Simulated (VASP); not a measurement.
# Hf in VASP: further runs, part 2 of 2

VASP 6.6.1. The steps go on from the part before.

## Step 5: Relaxation of shape and atoms at fixed volume, PBE (21.18 Å³/atom)

This run uses another cell than the first one, of 21.18 Å³/atom.

Input file INCAR:

```
SYSTEM = Hf
  ALGO = Fast
  EDIFF = 1E-7
  EDIFFG = -0.01
  ENCUT = 600
  GGA = PE
  IBRION = 2
  ISIF = 4
  ISMEAR = 0
  LASPH = .TRUE.
  LCHARG = .FALSE.
  LREAL = .FALSE.
  LWAVE = .FALSE.
  NELM = 60
  NSW = 50
  PREC = Accurate
  SIGMA = 0.1
```

Input file KPOINTS:

```
k-points
0
G
  18 18 8
  0 0 0
```

Input file POSCAR:

```
Hf
1.0
    3.1370852088      0.0000000000      0.0000000000
   -1.5685426044      2.7167954847      0.0000000000
    0.0000000000      0.0000000000      4.9707625236
Hf
2
Direct
    0.3333333333      0.6666666667      0.2500000000
    0.6666666667      0.3333333333      0.7500000000
```

Potentials or basis: VASP PAW PBE potentials, release 64 (Hf_pv).

Launch:

```sh
$ cat potpaw_PBE.64/Hf_pv/POTCAR > POTCAR
$ mpirun -np 1 vasp_std > vasp.out
```

OUTCAR:

```text
SYSTEM = Hf
   EDIFF = 1E-7
   EDIFFG = -0.01
   ENCUT = 600
   GGA = PE
   IBRION = 2
   ISIF = 4
   ISMEAR = 0
   LASPH = .TRUE.
   LREAL = .FALSE.
   NELM = 60
   NSW = 50
   PREC = Accurate

 ion  position               nearest neighbor table
   1  0.333  0.667  0.250-   2 3.08   2 3.08   2 3.08   2 3.08   2 3.08   2 3.08
   2  0.667  0.333  0.750-   1 3.08   1 3.08   1 3.08   1 3.08   1 3.08   1 3.08

  LATTYP: Found a hexagonal cell.
 ALAT       =     3.1370852088
 C/A-ratio  =     1.5845162604

  Lattice vectors:

 A1 = (   3.1370852088,   0.0000000000,   0.0000000000)
 A2 = (  -1.5685426044,   2.7167954847,   0.0000000000)
 A3 = (   0.0000000000,   0.0000000000,   4.9707625236)

Analysis of symmetry for initial positions (statically):
=====================================================================
 Subroutine PRICEL returns:
 Original cell was already a primitive cell.

 Routine SETGRP: Setting up the symmetry group for a
 hexagonal supercell.

 Subroutine GETGRP returns: Found 24 space group operations
 (whereof 12 operations were pure point group operations)
 out of a pool of 24 trial point group operations.

The static configuration has the point symmetry D_3d.
 The point group associated with its full space group is D_6h.

Analysis of symmetry for dynamics (positions and initial velocities):
=====================================================================
 Subroutine PRICEL returns:
 Original cell was already a primitive cell.

 Routine SETGRP: Setting up the symmetry group for a
 hexagonal supercell.

 Subroutine GETGRP returns: Found 24 space group operations
 (whereof 12 operations were pure point group operations)
 out of a pool of 24 trial point group operations.

The dynamic configuration has the point symmetry D_3d.
 The point group associated with its full space group is D_6h.

 Subroutine INISYM returns: Found 24 space group operations
 (whereof 12 operations are pure point group operations),
 and found     1 'primitive' translations

----------------------------------------------------------------------------------------

                                     Primitive cell

  volume of cell :      42.3649

  direct lattice vectors                    reciprocal lattice vectors
     3.137085209  0.000000000  0.000000000     0.318767242  0.184040353  0.000000000
    -1.568542604  2.716795485  0.000000000     0.000000000  0.368080706  0.000000000
     0.000000000  0.000000000  4.970762524     0.000000000  0.000000000  0.201176378

  length of vectors
     3.137085209  3.137085209  4.970762524     0.368080706  0.368080706  0.201176378

  position of ions in fractional coordinates (direct lattice)
     0.333333333  0.666666667  0.250000000
     0.666666667  0.333333333  0.750000000

  ion indices of the primitive-cell ions
   primitive index   ion index
                 1           1
                 2           2

----------------------------------------------------------------------------------------

 KPOINTS: k-points

Automatic generation of k-mesh.
 Grid dimensions read from file:
 generate k-points for:   18   18    8

 Generating k-lattice:

  Cartesian coordinates                     Fractional coordinates (reciprocal lattice)
[... 46 lines left out ...]
   dimension x,y,z NGXF=    56 NGYF=   56 NGZF=   80
   ions per type =               2
   NGX,Y,Z   is equivalent  to a cutoff of  14.84, 14.84, 13.38 a.u.
   NGXF,Y,Z  is equivalent  to a cutoff of  29.68, 29.68, 26.76 a.u.
 SYSTEM =  Hf
   PREC   = accura    normal or accurate (medium, high low for compatibility)
   ISTART =      0    job   : 0-new  1-cont  2-samecut
   ICHARG =      2    charge: 1-file 2-atom 10-const
   ISPIN  =      1    spin polarized calculation?
   LNONCOLLINEAR =      F non collinear calculations
   LSORBIT =      F    spin-orbit coupling
   LASPH  =      T    aspherical Exc in radial PAW
   ENCUT  =  600.0 eV  44.10 Ry    6.64 a.u.   6.27  6.27  9.93*2*pi/ulx,y,z
   NELM   =     60;   NELMIN=  2; NELMDL= -5     # of ELM steps
   EDIFF  = 0.1E-06   stopping-criterion for ELM
   LREAL  =      F    real-space projection
   EDIFFG = -.1E-01   stopping-criterion for IOM
   NSW    =     50    number of steps for IOM
   IBRION =      2    ionic relax: 0-MD 1-quasi-New 2-CG
   NFREE  =      1    steps in history (QN), initial steepest desc. (CG)
   ISIF   =      4    stress and relaxation
   ISYM   =      2    0-nonsym 1-usesym 2-fastsym
   POTIM  = 0.5000    time-step for ionic-motion
   TEBEG  =    0.0;   TEEND  =   0.0 temperature during run
   PSTRESS=    0.0 pullay stress
   NELECT =      20.0000    total number of electrons
   NUPDOWN=      -1.0000    fix difference up-down
   EMIN   =  10.00;   EMAX   =-10.00  energy-range for DOS
   EFERMI =   0.00;   METHOD = LEGACY
   ISMEAR =     0;   SIGMA  =   0.10  broadening in eV -4-tet -1-fermi 0-gaus
   EFERMI_NEDOS =   21; number of points for ismear=-14 and -15
   IALGO  =     68    algorithm
   IMIX   =      4    mixing-type and parameters
     AMIX     =   0.40;   BMIX     =  1.00
     AMIX_MAG =   1.60;   BMIX_MAG =  1.00
  volume/ion in A,a.u.               =      21.18       142.95
  Fermi-wavevector in a.u.,A,eV,Ry     =   1.274724  2.408879 22.108387  1.624921
  Thomas-Fermi vector in A             =   2.407476
   LORBIT       =      0    0 simple, 1 ext, 2 COOP (PROOUT), +10 PAW based schemes
   GGA     = PE    functional components
   LHFCALC =     F    Hartree Fock is set to
   AEXX    =    0.0000 exact exchange contribution
   IVDW    =     0    specifies the selected vdW correction
   LEPSILON=     F    determine dielectric tensor
   LRPA    =     F    only Hartree local field effects (RPA)
 conjugate gradient relaxation of ions
 non-spin polarized calculation
 RMM-DIIS sequential band-by-band and
 Gauss-broadening in eV      SIGMA  =   0.10
  energy-cutoff  :      600.00
  volume of cell :       42.36
 maximum number of plane-waves:      1448
 NGX is ok and might be reduce to    28
   NGX = 13   NGY = 13   NGZ = 19

 number of electron      19.9999998 magnetization

 Free energy of the ion-electron system (eV)
  ---------------------------------------------------
  ext. energy  EPLUGINS =         0.00000000
  ---------------------------------------------------
  free energy    TOTEN  =       -19.80222147 eV

  energy without entropy =      -19.79572187  energy(sigma->0) =      -19.79897167

 E-fermi :   5.3272     XC(G=0): -11.5342

 val. band max:        5.3156910758   @ k =   0.0556   0.0000   0.2500
 cond. band min:       5.3309617757   @ k =   0.2778   0.2778   0.2500
 fundamental gap:      0.0152706999
 Fermi energy:         5.3271789259

 k-point     1 :       0.0000    0.0000    0.0000
  band No.  band energies     occupation
      1     -25.7370      2.00000
      2     -24.8483      2.00000
      3     -24.8483      2.00000
      4     -24.7008      2.00000
      5     -24.6980      2.00000
      6     -24.6980      2.00000
      7      -2.2607      2.00000
      8       1.4197      2.00000
      9       6.1383      0.00000
     10       6.4999      0.00000
     11       6.4999      0.00000
     12       6.7822      0.00000
     13       7.3804      0.00000
     14       7.3813      0.00000
[... 377 lines left out ...]
      1     -25.4965      2.00000
      2     -25.3280      2.00000
      3     -25.2994      2.00000
      4     -25.0938      2.00000
      5     -24.9613      2.00000
      6     -24.8553      2.00000
      7       1.9597      2.00000
      8       2.7489      2.00000
      9       2.9898      2.00000
     10       4.4170      2.00000
     11       5.8980      0.00000
     12       6.2593      0.00000
     13       7.0113      0.00000
     14      10.6923      0.00000

 [... further k-points ...]

------------------------ aborting loop because EDIFF is reached ----------------------------------------

  FORCE on cell =-STRESS in cart. coord.  units (eV):
  Direction    XX          YY          ZZ          XY          YZ          ZX
  --------------------------------------------------------------------------------------
  -------------------------------------------------------------------------------------
  Total        1.8340324      1.8340324      1.8220252      0.0000000      0.0000000      0.0000000
  in kB       69.3603540     69.3603540     68.9062603      0.0000000      0.0000000      0.0000000
  external PRESSURE =      69.2089894 kB  Pullay stress =       0.0000000 kB

 VOLUME and BASIS-vectors are now :
 -----------------------------------------------------------------------------
  energy-cutoff  :      600.00
  volume of cell :       42.36
      direct lattice vectors                 reciprocal lattice vectors
     3.137085209  0.000000000  0.000000000     0.318767242  0.184040353  0.000000000
    -1.568542604  2.716795485  0.000000000     0.000000000  0.368080706  0.000000000
     0.000000000  0.000000000  4.970762524     0.000000000  0.000000000  0.201176378

 POSITION                                       TOTAL-FORCE (eV/Angst)
 -----------------------------------------------------------------------------------
     -0.00000      1.81120      1.24269        -0.000000      0.000000      0.000000
      1.56854      0.90560      3.72807         0.000000      0.000000      0.000000
 -----------------------------------------------------------------------------------
    total drift:                                0.000000     -0.000000      0.000000

  FREE ENERGIE OF THE ION-ELECTRON SYSTEM (eV)
  ---------------------------------------------------
  free  energy   TOTEN  =       -19.8022214732 eV

  energy  without entropy=      -19.7957218740  energy(sigma->0) =      -19.79897167

 reached required accuracy - stopping structural energy minimisation
```

Wall time 4.1 min (1 thread of Intel Xeon 8259CL, shared host); peak memory 0.27 GiB.

Results:

```
Free energy             : -19.8022 eV
Pressure after relaxing : 6.9 GPa
Band gap on the k mesh  : zero (bands 10 and 11 overlap by 1.58 eV)
```

Final structure:
```cif
data_structure
_symmetry_space_group_name_H-M 'P 1'
_symmetry_Int_Tables_number 1
_cell_length_a 3.1371
_cell_length_b 3.1371
_cell_length_c 4.9708
_cell_angle_alpha 90.000
_cell_angle_beta 90.000
_cell_angle_gamma 120.000
_cell_volume 42.36
loop_
_atom_site_label
_atom_site_type_symbol
_atom_site_fract_x
_atom_site_fract_y
_atom_site_fract_z
_atom_site_occupancy
Hf1 Hf 0.33333 0.66667 0.25000 1
Hf2 Hf 0.66667 0.33333 0.75000 1
```

Caveat: the relaxation stopped at its first step, so nothing moved; spin-orbit coupling is left out, which moves the levels of the heavy elements.

## Step 6: Relaxation of shape and atoms at fixed volume, PBE (21.86 Å³/atom)

This run uses another cell than the first one, of 21.86 Å³/atom.

Input file INCAR:

```
  ALGO = Fast
  EDIFF = 1E-6
  EDIFFG = -0.01
  ENCUT = 600
  GGA = PE
  IBRION = 2
  ISIF = 4
  ISMEAR = 0
  LASPH = True
  LCHARG = False
  LREAL = False
  LWAVE = False
  NELM = 60
  NSW = 50
  PREC = Accurate
  SIGMA = 0.1
```

Input file KPOINTS:

```
k-points
0
Gamma
  18 18 8
```

Input file POSCAR:

```
Hf
1.0
    3.1719078509      0.0000000000      0.0000000000
   -1.5859539255      2.7469527774      0.0000000000
    0.0000000000      0.0000000000      5.0173962678
Hf
2
Direct
    0.3333333333      0.6666666667      0.2500000000
    0.6666666667      0.3333333333      0.7500000000
```

Potentials or basis: VASP PAW PBE potentials, release 64 (Hf_pv).

Launch:

```sh
$ cat potpaw_PBE.64/Hf_pv/POTCAR > POTCAR
$ mpirun -np 1 vasp_std > vasp.out
```

It took 3.2 min on 1 thread of Intel Xeon 8259CL, shared host; peak memory 0.27 GiB.

It converged, with:

| Property | Result |
| --- | --- |
| Free energy | -19.8438 eV |
| Pressure after relaxing | 3.0 GPa |
| Band gap on the k mesh | zero (bands 10 and 11 overlap by 1.59 eV) |

Final structure:
```
Hf
1.0
     3.17191    0.00000    0.00000
    -1.58595    2.74695    0.00000
     0.00000    0.00000    5.01740
Hf
2
Direct
  0.33333 0.66667 0.25000
  0.66667 0.33333 0.75000
```

Levels at points of the mesh, in eV from the Fermi level:
| k point | band 6 | band 7 | band 8 | band 9 | band 10 | band 11 | band 12 | band 13 | band 14 |
| --- | --- | --- | --- | --- | --- | --- | --- | --- | --- |
| (0.00, 0.00, 0.00) | -30.14 | -7.48 | -3.80 | 0.71 | 1.17 | 1.17 | 1.46 | 2.02 | 2.02 |
| (0.50, 0.00, 0.00) | -30.23 | -3.41 | -2.85 | -2.32 | -0.78 | 0.77 | 0.88 | 1.71 | 6.03 |
| (0.00, 0.00, 0.50) | -30.21 | -5.46 | -5.46 | 0.12 | 0.12 | 1.06 | 1.06 | 1.06 | 1.06 |
| (0.50, 0.00, 0.50) | -30.35 | -3.50 | -3.50 | -1.04 | -1.04 | 1.24 | 1.24 | 2.68 | 2.68 |

Caveat: the relaxation stopped at its first step, so nothing moved; spin-orbit coupling is left out, which moves the levels of the heavy elements.

## Step 7: Summary

| task | cell | k mesh | cutoff (eV) | gap on the mesh (eV) | pressure (GPa) |
| --- | --- | --- | --- | --- | --- |
| single point | a = 3.176, b = 3.176, c = 4.950 Å, angles 90.0, 90.0, 120.0°, 2 atoms, atomic positions A | 15 × 15 × 8 | 520 | none | 4.3 |
| single point | a = 3.215, b = 3.200, c = 5.040 Å, angles 90.2, 88.9, 120.1°, 2 atoms, atomic positions B | 14 × 14 × 8 | 520 | none | 0.3 |
| relaxation of shape and atoms at fixed volume | relaxed from a = 3.103, b = 3.103, c = 4.917 Å, angles 90.0, 90.0, 120.0°, 2 atoms, atomic positions A | 18 × 18 × 8 | 600 | none | 11.4 |
| relaxation of shape and atoms at fixed volume | relaxed from a = 3.137, b = 3.137, c = 4.971 Å, angles 90.0, 90.0, 120.0°, 2 atoms, atomic positions A | 18 × 18 × 8 | 600 | none | 6.9 |
| relaxation of shape and atoms at fixed volume | relaxed from a = 3.172, b = 3.172, c = 5.017 Å, angles 90.0, 90.0, 120.0°, 2 atoms, atomic positions A | 18 × 18 × 8 | 600 | none | 3.0 |

Alike in all rows: level PBE; potentials or basis VASP PAW PBE potentials, release 64 (Hf_pv); no spin polarisation; smearing gaussian 0.1 eV.

Caveats: spin-orbit coupling is left out, which moves the levels of the heavy elements; the relaxation stopped at its first step, so nothing moved (at least some runs); the cell stands under pressure (at least some runs).

Total energies depend on the potentials used, so only differences within one code and one set of settings carry meaning.
